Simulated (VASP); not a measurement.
# Cl (Cmce) in VASP: single point with LDA

Aim: the single point of Cl with LDA.

Program: VASP 6.6.1. These are calculated values, not measurements. Logs are shortened: lines on timing, memory, paths and dates and some standing lists are left out, and cuts for length are marked.

## 1. The cell of the first run

Symmetry: Cmce, No. 64, orthorhombic system. Conventional cell: a = 6.240 Å, b = 4.480 Å, c = 8.260 Å, α = 90.00°, β = 90.00°, γ = 90.00°. Cl (site symmetry m) has 1 Cl at 2.02 Å within 2.7 Å.

## 2. Single point, LDA

INCAR reads:

```
PREC = Accurate
ENCUT = 520
EDIFF = 1E-7
ISMEAR = 0
SIGMA = 0.1
LREAL = False
LASPH = True
NELM = 60
ALGO = Normal
ISIF = 2
LWAVE = False
LCHARG = False
GGA = CA
NBANDS = 22
```

KPOINTS reads:

```
regular mesh
0
Gamma
  6 6 2
```

POSCAR reads:

```
Cl
1.0
    3.1200000000     -2.2400000000      0.0000000000
    3.1200000000      2.2400000000      0.0000000000
    0.0000000000      0.0000000000      8.2600000000
Cl
4
Direct
    0.1300000000      0.8700000000      0.1000000000
    0.6300000000      0.3700000000      0.4000000000
    0.8700000000      0.1300000000      0.9000000000
    0.3700000000      0.6300000000      0.6000000000
```

Potentials or basis: VASP PAW LDA potentials, release 64 (Cl).

Command:

```bash
$ cat potpaw_LDA.64/Cl/POTCAR > POTCAR
$ mpirun -np 1 vasp_std > vasp.out
```

OUTCAR:

```text
PREC = Accurate
   ENCUT = 520
   EDIFF = 1E-7
   ISMEAR = 0
   LREAL = False
   LASPH = True
   NELM = 60
   ISIF = 2
   GGA = CA

 ion  position               nearest neighbor table
   1  0.130  0.870  0.100-   3 2.02
   2  0.630  0.370  0.400-   4 2.02
   3  0.870  0.130  0.900-   1 2.02
   4  0.370  0.630  0.600-   2 2.02

  LATTYP: Found a base centered orthorhombic cell.
 ALAT       =     4.4800000000
 B/A-ratio  =     1.3928571429
 C/A-ratio  =     1.8437500000

  Lattice vectors:

 A1 = (  -3.1200000000,  -2.2400000000,   0.0000000000)
 A2 = (   3.1200000000,  -2.2400000000,   0.0000000000)
 A3 = (   0.0000000000,   0.0000000000,   8.2600000000)

Analysis of symmetry for initial positions (statically):
=====================================================================
 Subroutine PRICEL returns:
 Original cell was already a primitive cell.

 Routine SETGRP: Setting up the symmetry group for a
 base centered orthorhombic supercell.

 Subroutine GETGRP returns: Found  8 space group operations
 (whereof  4 operations were pure point group operations)
 out of a pool of  8 trial point group operations.

The static configuration has the point symmetry C_2h.
 The point group associated with its full space group is D_2h.

Analysis of symmetry for dynamics (positions and initial velocities):
=====================================================================
 Subroutine PRICEL returns:
 Original cell was already a primitive cell.

 Routine SETGRP: Setting up the symmetry group for a
 base centered orthorhombic supercell.

 Subroutine GETGRP returns: Found  8 space group operations
 (whereof  4 operations were pure point group operations)
 out of a pool of  8 trial point group operations.

The dynamic configuration has the point symmetry C_2h.
 The point group associated with its full space group is D_2h.

 Subroutine INISYM returns: Found  8 space group operations
 (whereof  4 operations are pure point group operations),
 and found     1 'primitive' translations

----------------------------------------------------------------------------------------

                                     Primitive cell

  volume of cell :     115.4550

  direct lattice vectors                    reciprocal lattice vectors
     3.120000000 -2.240000000  0.000000000     0.160256410 -0.223214286  0.000000000
     3.120000000  2.240000000  0.000000000     0.160256410  0.223214286  0.000000000
     0.000000000  0.000000000  8.260000000     0.000000000  0.000000000  0.121065375

  length of vectors
     3.840833243  3.840833243  8.260000000     0.274784887  0.274784887  0.121065375

  position of ions in fractional coordinates (direct lattice)
     0.130000000  0.870000000  0.100000000
     0.630000000  0.370000000  0.400000000
     0.870000000  0.130000000  0.900000000
     0.370000000  0.630000000  0.600000000

  ion indices of the primitive-cell ions
   primitive index   ion index
                 1           1
                 2           2
                 3           3
                 4           4

----------------------------------------------------------------------------------------

 KPOINTS: regular mesh

Automatic generation of k-mesh.
 Grid dimensions read from file:
 generate k-points for:    6    6    2

 Generating k-lattice:

  Cartesian coordinates                     Fractional coordinates (reciprocal lattice)
     0.026709402 -0.037202381  0.000000000     0.166666667 -0.000000000  0.000000000
     0.026709402  0.037202381  0.000000000    -0.000000000  0.166666667  0.000000000
     0.000000000  0.000000000  0.060532688     0.000000000  0.000000000  0.500000000

  Length of vectors
     0.045797481  0.045797481  0.060532688

  Shift w.r.t. Gamma in fractional coordinates (k-lattice)
     0.000000000  0.000000000  0.000000000

 Subroutine IBZKPT returns following result:
 ===========================================

 Found     26 irreducible k-points:

 Following reciprocal coordinates:
            Coordinates               Weight
  0.000000  0.000000  0.000000      1.000000
  0.166667 -0.000000  0.000000      4.000000
  0.333333  0.000000  0.000000      4.000000
  0.500000  0.000000  0.000000      2.000000
  0.166667  0.166667  0.000000      2.000000
  0.333333  0.166667  0.000000      4.000000
[... 16 lines left out ...]
  0.333333  0.333333  0.500000      2.000000
  0.500000  0.333333  0.500000      4.000000
 [... further k-points ...]
   k-points           NKPTS =     26   k-points in BZ     NKDIM =     26   number of bands    NBANDS=     22
   number of dos      NEDOS =    301   number of ions     NIONS =      4
   total plane-waves  NPLWV =  57600
   dimension x,y,z NGX =    30 NGY =   30 NGZ =   64
   dimension x,y,z NGXF=    60 NGYF=   60 NGZF=  128
   ions per type =               4
   NGX,Y,Z   is equivalent  to a cutoff of  12.99, 12.99, 12.88 a.u.
   NGXF,Y,Z  is equivalent  to a cutoff of  25.97, 25.97, 25.76 a.u.
 SYSTEM =  unknown system
   PREC   = accura    normal or accurate (medium, high low for compatibility)
   ISTART =      0    job   : 0-new  1-cont  2-samecut
   ICHARG =      2    charge: 1-file 2-atom 10-const
   ISPIN  =      1    spin polarized calculation?
   LNONCOLLINEAR =      F non collinear calculations
   LSORBIT =      F    spin-orbit coupling
   LASPH  =      T    aspherical Exc in radial PAW
   ENCUT  =  520.0 eV  38.22 Ry    6.18 a.u.   7.14  7.14 15.36*2*pi/ulx,y,z
   NELM   =     60;   NELMIN=  2; NELMDL= -5     # of ELM steps
   EDIFF  = 0.1E-06   stopping-criterion for ELM
   LREAL  =      F    real-space projection
   EDIFFG = 0.1E-05   stopping-criterion for IOM
   NSW    =      0    number of steps for IOM
   IBRION =     -1    ionic relax: 0-MD 1-quasi-New 2-CG
   NFREE  =      0    steps in history (QN), initial steepest desc. (CG)
   ISIF   =      2    stress and relaxation
   ISYM   =      2    0-nonsym 1-usesym 2-fastsym
   POTIM  = 0.5000    time-step for ionic-motion
   TEBEG  =    0.0;   TEEND  =   0.0 temperature during run
   PSTRESS=    0.0 pullay stress
   NELECT =      28.0000    total number of electrons
   NUPDOWN=      -1.0000    fix difference up-down
   EMIN   =  10.00;   EMAX   =-10.00  energy-range for DOS
   EFERMI =   0.00;   METHOD = LEGACY
   ISMEAR =     0;   SIGMA  =   0.10  broadening in eV -4-tet -1-fermi 0-gaus
   EFERMI_NEDOS =   21; number of points for ismear=-14 and -15
   IALGO  =     38    algorithm
   IMIX   =      4    mixing-type and parameters
     AMIX     =   0.40;   BMIX     =  1.00
     AMIX_MAG =   1.60;   BMIX_MAG =  1.00
  volume/ion in A,a.u.               =      28.86       194.78
  Fermi-wavevector in a.u.,A,eV,Ry     =   1.020916  1.929251 14.180934  1.042269
  Thomas-Fermi vector in A             =   2.154512
   LORBIT       =      0    0 simple, 1 ext, 2 COOP (PROOUT), +10 PAW based schemes
   GGA     = CA    functional components
   LHFCALC =     F    Hartree Fock is set to
   AEXX    =    0.0000 exact exchange contribution
   IVDW    =     0    specifies the selected vdW correction
   LEPSILON=     F    determine dielectric tensor
   LRPA    =     F    only Hartree local field effects (RPA)
 non-spin polarized calculation
 Gauss-broadening in eV      SIGMA  =   0.10
  energy-cutoff  :      520.00
  volume of cell :      115.45
 maximum number of plane-waves:      3132
 NGX is ok and might be reduce to    30
   NGX = 15   NGY = 15   NGZ = 31

 number of electron      28.0000002 magnetization

 Free energy of the ion-electron system (eV)
  ---------------------------------------------------
  ext. energy  EPLUGINS =         0.00000000
  ---------------------------------------------------
  free energy    TOTEN  =        -8.80333896 eV

  energy without entropy =       -8.80333896  energy(sigma->0) =       -8.80333896

 E-fermi :  -0.2393     XC(G=0):  -8.3281

 val. band max:       -0.7490756357   @ k =   0.5000   0.0000   0.5000
 cond. band min:       1.5692022618   @ k =   0.0000   0.0000   0.0000
 fundamental gap:      2.3182778975
 Fermi energy:        -0.2393166600

 k-point     1 :       0.0000    0.0000    0.0000
  band No.  band energies     occupation
      1     -17.2618      2.00000
      2     -17.0544      2.00000
      3     -13.2799      2.00000
      4     -12.7166      2.00000
      5      -6.0981      2.00000
      6      -5.2374      2.00000
[... 14 lines left out ...]
     21       9.1900      0.00000
     22       9.4978      0.00000

 k-point     2 :       0.1667   -0.0000    0.0000
  band No.  band energies     occupation
      1     -17.2102      2.00000
      2     -17.0282      2.00000
      3     -13.2454      2.00000
      4     -12.7620      2.00000
      5      -6.0907      2.00000
      6      -5.3010      2.00000
[... 14 lines left out ...]
     21       9.0383      0.00000
     22       9.6131      0.00000

 k-point     3 :       0.3333    0.0000    0.0000
  band No.  band energies     occupation
      1     -17.0928      2.00000
      2     -16.9849      2.00000
      3     -13.1547      2.00000
      4     -12.8816      2.00000
      5      -6.0335      2.00000
      6      -5.5155      2.00000
[... 14 lines left out ...]
     21       9.4756      0.00000
     22      10.1891      0.00000

 k-point     4 :       0.5000    0.0000    0.0000
  band No.  band energies     occupation
      1     -16.9973      2.00000
      2     -16.9973      2.00000
      3     -13.0272      2.00000
      4     -13.0272      2.00000
      5      -5.8314      2.00000
      6      -5.8314      2.00000
[... 14 lines left out ...]
     21       9.9573      0.00000
     22       9.9573      0.00000

 k-point     5 :       0.1667    0.1667    0.0000
  band No.  band energies     occupation
      1     -17.2000      2.00000
      2     -17.0074      2.00000
      3     -13.2332      2.00000
      4     -12.7225      2.00000
      5      -6.0610      2.00000
      6      -5.2924      2.00000
[... 14 lines left out ...]
     21       9.4958      0.00000
     22       9.8094      0.00000

 k-point     6 :       0.3333    0.1667    0.0000
  band No.  band energies     occupation
      1     -17.1128      2.00000
      2     -16.9585      2.00000
      3     -13.1704      2.00000
      4     -12.7788      2.00000
      5      -6.0201      2.00000
      6      -5.3990      2.00000
[... 14 lines left out ...]
     21       9.1200      0.00000
     22       9.6511      0.00000

 k-point     7 :       0.5000    0.1667    0.0000
  band No.  band energies     occupation
      1     -17.0176      2.00000
      2     -16.9457      2.00000
      3     -13.0841      2.00000
      4     -12.9154      2.00000
      5      -5.9146      2.00000
      6      -5.6489      2.00000
[... 324 lines left out ...]
      6      -5.7222      2.00000
[... 14 lines left out ...]
     21       9.2259      0.00000
     22       9.2259      0.00000

 k-point    21 :      -0.3333    0.1667    0.5000
  band No.  band energies     occupation
      1     -16.9981      2.00000
      2     -16.9981      2.00000
      3     -13.0262      2.00000
      4     -13.0262      2.00000
      5      -5.7187      2.00000
      6      -5.7187      2.00000
[... 14 lines left out ...]
     21       9.4508      0.00000
     22       9.4508      0.00000

 k-point    22 :      -0.1667    0.1667    0.5000
  band No.  band energies     occupation
      1     -17.0694      2.00000
      2     -17.0694      2.00000
      3     -13.0270      2.00000
      4     -13.0270      2.00000
      5      -5.7389      2.00000
      6      -5.7389      2.00000
[... 14 lines left out ...]
     21       9.3764      0.00000
     22       9.3764      0.00000

 k-point    23 :       0.3333    0.3333    0.5000
  band No.  band energies     occupation
      1     -16.9944      2.00000
      2     -16.9944      2.00000
      3     -12.9370      2.00000
      4     -12.9370      2.00000
      5      -5.7187      2.00000
      6      -5.7187      2.00000
[... 14 lines left out ...]
     21       9.4793      0.00000
     22       9.4793      0.00000

 k-point    24 :       0.5000    0.3333    0.5000
  band No.  band energies     occupation
      1     -16.9516      2.00000
      2     -16.9516      2.00000
      3     -12.9442      2.00000
      4     -12.9442      2.00000
      5      -5.7105      2.00000
      6      -5.7105      2.00000
[... 14 lines left out ...]
     21       9.3497      0.00000
     22       9.3497      0.00000

 [... further k-points ...]
[... 5 lines left out ...]
  --------------------------------------------------------------------------------------
  -------------------------------------------------------------------------------------
  Total       -0.8762425     -2.2857908     -3.0572467      0.0000000      0.0000000      0.0000000
  in kB      -12.1596833    -31.7200894    -42.4256403      0.0000000      0.0000000      0.0000000
  external PRESSURE =     -28.7684710 kB  Pullay stress =       0.0000000 kB

 VOLUME and BASIS-vectors are now :
 -----------------------------------------------------------------------------
  energy-cutoff  :      520.00
  volume of cell :      115.45
      direct lattice vectors                 reciprocal lattice vectors
     3.120000000 -2.240000000  0.000000000     0.160256410 -0.223214286  0.000000000
     3.120000000  2.240000000  0.000000000     0.160256410  0.223214286  0.000000000
     0.000000000  0.000000000  8.260000000     0.000000000  0.000000000  0.121065375

 POSITION                                       TOTAL-FORCE (eV/Angst)
 -----------------------------------------------------------------------------------
      3.12000      1.65760      0.82600         0.000000      0.306804     -0.251046
      3.12000     -0.58240      3.30400         0.000000      0.306804      0.251046
      3.12000     -1.65760      7.43400         0.000000     -0.306804      0.251046
      3.12000      0.58240      4.95600         0.000000     -0.306804     -0.251046
 -----------------------------------------------------------------------------------
    total drift:                                0.000000     -0.000000      0.000000

  FREE ENERGIE OF THE ION-ELECTRON SYSTEM (eV)
  ---------------------------------------------------
  free  energy   TOTEN  =        -8.8033389646 eV

  energy  without entropy=       -8.8033389646  energy(sigma->0) =       -8.80333896
```

Wall time 45 s (1 thread of Intel Xeon Platinum 8375C at 2.90GHz (Ice Lake), shared host); peak memory 0.2 GiB.

Results:

```
Free energy            : -8.8033 eV
Pressure               : -2.9 GPa
Largest force          : 0.396 eV/Å
Band gap on the k mesh : 2.32 eV, indirect (least direct gap 2.36 eV)
```

Forces in eV/Å, atoms in the order of the input:
```
Cl   0.000  0.307 -0.251
Cl   0.000  0.307  0.251
Cl   0.000 -0.307  0.251
Cl   0.000 -0.307 -0.251
```

Stress tensor (GPa, compression positive):
```
-1.22  0.00  0.00
 0.00 -3.17  0.00
 0.00  0.00 -4.24
```

Levels at points of the mesh, in eV from the valence-band top:
| k point | band 10 | band 11 | band 12 | band 13 | band 14 | band 15 | band 16 | band 17 | band 18 | band 19 |
| --- | --- | --- | --- | --- | --- | --- | --- | --- | --- | --- |
| (0.00, 0.00, 0.00) | -2.09 | -0.73 | -0.43 | -0.14 | -0.04 | 2.32 | 2.96 | 6.47 | 7.16 | 8.50 |
| (0.50, 0.00, 0.00) | -2.41 | -0.57 | -0.57 | -0.15 | -0.15 | 2.76 | 2.76 | 8.00 | 8.00 | 9.62 |
| (0.50, 0.50, 0.00) | -2.83 | -1.04 | -0.94 | -0.40 | -0.02 | 2.41 | 2.64 | 8.27 | 8.33 | 8.41 |
| (0.00, 0.00, 0.50) | -2.10 | -0.68 | -0.68 | -0.09 | -0.09 | 2.54 | 2.54 | 7.07 | 7.07 | 9.28 |
| (0.50, 0.00, 0.50) | -2.43 | -0.47 | -0.47 | 0.00 | 0.00 | 2.63 | 2.63 | 8.21 | 8.21 | 9.57 |
| (0.50, 0.50, 0.50) | -2.77 | -0.75 | -0.75 | -0.51 | -0.51 | 2.45 | 2.45 | 8.60 | 8.60 | 9.62 |

A k mesh can miss the band edges. Expect the measured gap to be larger: semilocal functionals such as LDA lack the derivative discontinuity.
